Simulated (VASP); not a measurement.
Runs of VASP 6.6.1 on Pt. The structure is that of space group P6_3/mmc (No. 194), or close to it. The cells are those of the table. This isn't the form of Pt at room conditions, which is fcc.

| task | level | cell | k mesh | cutoff (eV) | gap on the mesh (eV) | pressure (GPa) |
| --- | --- | --- | --- | --- | --- | --- |
| relaxation of shape and atoms at fixed volume | PBEsol | relaxed from a = 2.621, b = 2.621, c = 4.476 Å, angles 90.0, 90.0, 120.0°, 2 atoms | 18 × 18 × 10 | 600 | none | 50.2 |
| relaxation of shape and atoms at fixed volume | PBEsol | relaxed from a = 2.773, b = 2.773, c = 4.817 Å, angles 90.0, 90.0, 120.0°, 2 atoms | 18 × 18 × 10 | 600 | none | -14.2 |
| relaxation of shape and atoms at fixed volume | PBEsol | relaxed from a = 2.803, b = 2.803, c = 4.895 Å, angles 90.0, 90.0, 120.0°, 2 atoms | 18 × 18 × 10 | 600 | none | -20.7 |
| single point | PBEsol | a = 2.775, b = 2.775, c = 4.386 Å, angles 90.0, 90.0, 120.0°, 2 atoms | 18 × 18 × 10 | 520 | none | 10.6 |
| single point | PBEsol | a = 2.891, b = 2.891, c = 4.588 Å, angles 90.0, 90.0, 120.0°, 2 atoms | 18 × 18 × 10 | 520 | none | (a) |
| relaxation of shape and atoms at fixed volume | PBEsol | relaxed from a = 2.752, b = 2.752, c = 4.753 Å, angles 90.0, 90.0, 120.0°, 2 atoms | 18 × 18 × 10 | 600 | none | -7.9 |
| single point | PBE | a = 2.829, b = 2.829, c = 4.479 Å, angles 90.0, 90.0, 120.0°, 2 atoms | 18 × 18 × 10 | 520 | none | 3.7 |
| single point | PBEsol | a = 2.735, b = 2.735, c = 5.179 Å, angles 90.0, 90.0, 120.0°, 2 atoms | 15 × 15 × 8 | 520 | none | -18.7 |

Alike in all rows: potentials or basis VASP PAW PBE potentials, release 64 (Pt); no spin polarisation; smearing gaussian 0.1 eV.

Task: Estimate the missing entries.

Result: (a) -20.4.

Caveats: spin-orbit coupling is left out, which moves the levels of the heavy elements; the PAW data sets were made with another functional, which shifts forces and pressure a little (at least some runs); the stress differs along the axes, from 6 to 19 GPa (at least some runs); the stress differs along the axes, from -23 to -16 GPa (at least some runs); the stress differs along the axes, from 0 to 10 GPa (at least some runs); the stress differs along the axes, from -26 to -15 GPa (at least some runs).

A k mesh can miss the band edges, and the runs leave out spin-orbit coupling on Pt.

A gap of «none» marks levels without a gap at the run's occupations.
